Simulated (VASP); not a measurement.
# Tc (Fm-3m) in VASP: a series of runs, part 3 of 3

VASP 6.6.1.

**6. Single point, LDA**

File INCAR:

```
SYSTEM = Tc
  PREC = Accurate
  ENCUT = 520
  EDIFF = 1E-7
  ISMEAR = 0
  SIGMA = 0.05
  LREAL = .False.
  LASPH = .True.
  NELM = 80
  ALGO = Normal
  ISIF = 2
  LWAVE = .False.
  LCHARG = .False.
  NBANDS = 12
```

File KPOINTS:

```
regular mesh
0
Gamma
  10 10 10
  0 0 0
```

File POSCAR:

```
Tc
1.0
    0.0000000000      1.9500000000      1.9500000000
    1.9500000000      0.0000000000      1.9500000000
    1.9500000000      1.9500000000      0.0000000000
Tc
1
Direct
    0.0000000000      0.0000000000      0.0000000000
```

Potentials or basis: VASP PAW LDA potentials, release 64 (Tc_pv).

Command:

```console
cat potpaw_LDA.64/Tc_pv/POTCAR > POTCAR
mpirun -np 1 vasp_std > vasp.out
```

OUTCAR:

```text
SYSTEM = Tc
   PREC = Accurate
   ENCUT = 520
   EDIFF = 1E-7
   ISMEAR = 0
   LREAL = .False.
   LASPH = .True.
   NELM = 80
   ISIF = 2

 ion  position               nearest neighbor table
   1  0.000  0.000  0.000-

  LATTYP: Found a face centered cubic cell.
 ALAT       =     3.9000000000

  Lattice vectors:

 A1 = (   0.0000000000,   1.9500000000,   1.9500000000)
 A2 = (   1.9500000000,   0.0000000000,   1.9500000000)
 A3 = (   1.9500000000,   1.9500000000,   0.0000000000)

Analysis of symmetry for initial positions (statically):
=====================================================================
 Subroutine PRICEL returns:
 Original cell was already a primitive cell.

 Routine SETGRP: Setting up the symmetry group for a
 face centered cubic supercell.

 Subroutine GETGRP returns: Found 48 space group operations
[... 9 lines left out ...]

 Routine SETGRP: Setting up the symmetry group for a
 face centered cubic supercell.

 Subroutine GETGRP returns: Found 48 space group operations
[... 11 lines left out ...]
                                     Primitive cell

  volume of cell :      14.8297

  direct lattice vectors                    reciprocal lattice vectors
     0.000000000  1.950000000  1.950000000    -0.256410256  0.256410256  0.256410256
     1.950000000  0.000000000  1.950000000     0.256410256 -0.256410256  0.256410256
     1.950000000  1.950000000  0.000000000     0.256410256  0.256410256 -0.256410256

  length of vectors
     2.757716447  2.757716447  2.757716447     0.444115592  0.444115592  0.444115592

  position of ions in fractional coordinates (direct lattice)
     0.000000000  0.000000000  0.000000000

  ion indices of the primitive-cell ions
   primitive index   ion index
                 1           1

----------------------------------------------------------------------------------------

 KPOINTS: regular mesh

Automatic generation of k-mesh.
 Grid dimensions read from file:
 generate k-points for:   10   10   10

 Generating k-lattice:

  Cartesian coordinates                     Fractional coordinates (reciprocal lattice)
    -0.025641026  0.025641026  0.025641026     0.100000000  0.000000000  0.000000000
     0.025641026 -0.025641026  0.025641026     0.000000000  0.100000000  0.000000000
     0.025641026  0.025641026 -0.025641026     0.000000000  0.000000000  0.100000000

  Length of vectors
     0.044411559  0.044411559  0.044411559

  Shift w.r.t. Gamma in fractional coordinates (k-lattice)
     0.000000000  0.000000000  0.000000000

 Subroutine IBZKPT returns following result:
 ===========================================

 Found     47 irreducible k-points:

 Following reciprocal coordinates:
            Coordinates               Weight
  0.000000  0.000000  0.000000      1.000000
  0.100000  0.000000  0.000000      8.000000
  0.200000  0.000000  0.000000      8.000000
  0.300000  0.000000  0.000000      8.000000
  0.400000  0.000000  0.000000      8.000000
  0.500000  0.000000  0.000000      4.000000
[... 16 lines left out ...]
  0.300000  0.300000  0.000000      6.000000
  0.400000  0.300000  0.000000     24.000000
 [... further k-points ...]
   k-points           NKPTS =     47   k-points in BZ     NKDIM =     47   number of bands    NBANDS=     12
   number of dos      NEDOS =    301   number of ions     NIONS =      1
   total plane-waves  NPLWV =  13824
   dimension x,y,z NGX =    24 NGY =   24 NGZ =   24
   dimension x,y,z NGXF=    48 NGYF=   48 NGZF=   48
   ions per type =               1
   NGX,Y,Z   is equivalent  to a cutoff of  14.47, 14.47, 14.47 a.u.
   NGXF,Y,Z  is equivalent  to a cutoff of  28.94, 28.94, 28.94 a.u.
 SYSTEM =  Tc
   PREC   = accura    normal or accurate (medium, high low for compatibility)
   ISTART =      0    job   : 0-new  1-cont  2-samecut
   ICHARG =      2    charge: 1-file 2-atom 10-const
   ISPIN  =      1    spin polarized calculation?
   LNONCOLLINEAR =      F non collinear calculations
   LSORBIT =      F    spin-orbit coupling
   LASPH  =      T    aspherical Exc in radial PAW
   ENCUT  =  520.0 eV  38.22 Ry    6.18 a.u.   5.13  5.13  5.13*2*pi/ulx,y,z
   NELM   =     80;   NELMIN=  2; NELMDL= -5     # of ELM steps
   EDIFF  = 0.1E-06   stopping-criterion for ELM
   LREAL  =      F    real-space projection
   EDIFFG = 0.1E-05   stopping-criterion for IOM
   NSW    =      0    number of steps for IOM
   IBRION =     -1    ionic relax: 0-MD 1-quasi-New 2-CG
   NFREE  =      0    steps in history (QN), initial steepest desc. (CG)
   ISIF   =      2    stress and relaxation
   ISYM   =      2    0-nonsym 1-usesym 2-fastsym
   POTIM  = 0.5000    time-step for ionic-motion
   TEBEG  =    0.0;   TEEND  =   0.0 temperature during run
   PSTRESS=    0.0 pullay stress
   NELECT =      13.0000    total number of electrons
   NUPDOWN=      -1.0000    fix difference up-down
   EMIN   =  10.00;   EMAX   =-10.00  energy-range for DOS
   EFERMI =   0.00;   METHOD = LEGACY
   ISMEAR =     0;   SIGMA  =   0.05  broadening in eV -4-tet -1-fermi 0-gaus
   EFERMI_NEDOS =   21; number of points for ismear=-14 and -15
   IALGO  =     38    algorithm
   IMIX   =      4    mixing-type and parameters
     AMIX     =   0.40;   BMIX     =  1.00
     AMIX_MAG =   1.60;   BMIX_MAG =  1.00
  volume/ion in A,a.u.               =      14.83       100.08
  Fermi-wavevector in a.u.,A,eV,Ry     =   1.566792  2.960808 33.400086  2.454837
  Thomas-Fermi vector in A             =   2.669068
   LORBIT       =      0    0 simple, 1 ext, 2 COOP (PROOUT), +10 PAW based schemes
   GGA     = CA    functional components
   LHFCALC =     F    Hartree Fock is set to
   AEXX    =    0.0000 exact exchange contribution
   IVDW    =     0    specifies the selected vdW correction
   LEPSILON=     F    determine dielectric tensor
   LRPA    =     F    only Hartree local field effects (RPA)
 non-spin polarized calculation
 Gauss-broadening in eV      SIGMA  =   0.05
  energy-cutoff  :      520.00
  volume of cell :       14.83
 maximum number of plane-waves:       411
 NGX is ok and might be reduce to    24
   NGX = 11   NGY = 11   NGZ = 11

 number of electron      13.0000001 magnetization

 Free energy of the ion-electron system (eV)
  ---------------------------------------------------
  ext. energy  EPLUGINS =         0.00000000
  ---------------------------------------------------
  free energy    TOTEN  =       -11.57624068 eV

  energy without entropy =      -11.57332908  energy(sigma->0) =      -11.57478488

 E-fermi :  12.0173     XC(G=0): -13.8242

 val. band max:       12.0008016725   @ k =   0.5000   0.1000   0.0000
 cond. band min:      12.0369178675   @ k =  -0.4000   0.4000   0.0000
 fundamental gap:      0.0361161949
 Fermi energy:        12.0172708782

 k-point     1 :       0.0000    0.0000    0.0000
  band No.  band energies     occupation
      1     -26.1335      2.00000
      2     -26.1335      2.00000
      3     -26.1335      2.00000
      4       4.7248      2.00000
      5      10.3577      2.00000
      6      10.3577      2.00000
      7      10.3577      2.00000
      8      12.8398      0.00000
      9      12.8398      0.00000
     10      26.1320      0.00000
     11      31.4809      0.00000
     12      31.4809      0.00000

 k-point     2 :       0.1000    0.0000    0.0000
  band No.  band energies     occupation
      1     -26.2498      2.00000
      2     -26.1483      2.00000
      3     -26.1483      2.00000
      4       5.1301      2.00000
      5      10.1348      2.00000
      6      10.5266      2.00000
      7      10.5266      2.00000
      8      12.7293      0.00000
      9      12.7293      0.00000
     10      26.8415      0.00000
     11      29.9362      0.00000
     12      32.1770      0.00000
[... 301 lines left out ...]
 k-point    23 :       0.3000    0.3000    0.0000
  band No.  band energies     occupation
      1     -26.8656      2.00000
      2     -26.4077      2.00000
      3     -26.4077      2.00000
      4       7.2229      2.00000
      5       7.9232      2.00000
      6      11.8754      1.99994
      7      12.9972      0.00000
      8      12.9972      0.00000
      9      14.0123      0.00000
     10      29.1575      0.00000
     11      29.1575      0.00000
     12      29.5631      0.00000

 k-point    24 :       0.4000    0.3000    0.0000
  band No.  band energies     occupation
      1     -27.0154      2.00000
      2     -26.4914      2.00000
      3     -26.4538      2.00000
      4       7.1900      2.00000
      5       7.7161      2.00000
      6      11.8798      1.99990
      7      13.1686      0.00000
      8      14.6820      0.00000
      9      15.0037      0.00000
     10      26.4251      0.00000
     11      27.9781      0.00000
     12      28.7694      0.00000

 [... further k-points ...]
[... 5 lines left out ...]
  --------------------------------------------------------------------------------------
  -------------------------------------------------------------------------------------
  Total       -1.8156702     -1.8156702     -1.8156702     -0.0000000      0.0000000      0.0000000
  in kB     -196.1614705   -196.1614705   -196.1614705     -0.0000000      0.0000000      0.0000000
  external PRESSURE =    -196.1614705 kB  Pullay stress =       0.0000000 kB

 VOLUME and BASIS-vectors are now :
 -----------------------------------------------------------------------------
  energy-cutoff  :      520.00
  volume of cell :       14.83
      direct lattice vectors                 reciprocal lattice vectors
     0.000000000  1.950000000  1.950000000    -0.256410256  0.256410256  0.256410256
     1.950000000  0.000000000  1.950000000     0.256410256 -0.256410256  0.256410256
     1.950000000  1.950000000  0.000000000     0.256410256  0.256410256 -0.256410256

 POSITION                                       TOTAL-FORCE (eV/Angst)
 -----------------------------------------------------------------------------------
      0.00000      0.00000      0.00000         0.000000      0.000000     -0.000000
 -----------------------------------------------------------------------------------
    total drift:                               -0.000000     -0.000000     -0.000000

  FREE ENERGIE OF THE ION-ELECTRON SYSTEM (eV)
  ---------------------------------------------------
  free  energy   TOTEN  =       -11.5762406752 eV

  energy  without entropy=      -11.5733290784  energy(sigma->0) =      -11.57478488
```

It took 20 s on 1 thread of AMD EPYC, shared host; peak memory 0.1 GiB.

Results:

```yaml
Free_energy: -11.5762 eV
Pressure: -19.6 GPa
```

**7. Summary**

```csv
task,level,potentials or basis,spin,cell,k mesh,cutoff (eV),smearing,gap on the mesh (eV),pressure (GPa),moment (μB)
single point,LDA,"VASP PAW LDA potentials, release 64 (Tc_pv)","non-collinear, zero start, SOC","a = 2.758 Å, angles 60.0°, 1 atom",9 × 9 × 9,520,fermi-dirac 0.05 eV,-,-20.0,0.00
relaxation of cell and atoms,LDA,"VASP PAW LDA potentials, release 64 (Tc_pv)","non-collinear, zero start, SOC","relaxed from a = 2.758 Å, angles 60.0°, 1 atom",9 × 9 × 9,600,fermi-dirac 0.05 eV,-,0.0,0.00
single point,PBE,"VASP PAW PBE potentials, release 64 (Tc_pv)",off,"a = 2.758 Å, angles 60.0°, 1 atom",12 × 12 × 12,520,gaussian 0.05 eV,none,-6.9,-
single point,PBEsol,"VASP PAW PBE potentials, release 64 (Tc_pv)",off,"a = 2.758 Å, angles 60.0°, 1 atom",10 × 10 × 10,520,gaussian 0.1 eV,none,-15.1,-
single point,LDA,"VASP PAW LDA potentials, release 64 (Tc_pv)",off,"a = 2.758 Å, angles 60.0°, 1 atom",10 × 10 × 10,520,gaussian 0.05 eV,none,-19.6,-
```

Caveats: the PAW data sets were made with another functional, which shifts forces and pressure a little (some runs).

Absolute energies hang on the potentials; compare differences alone.
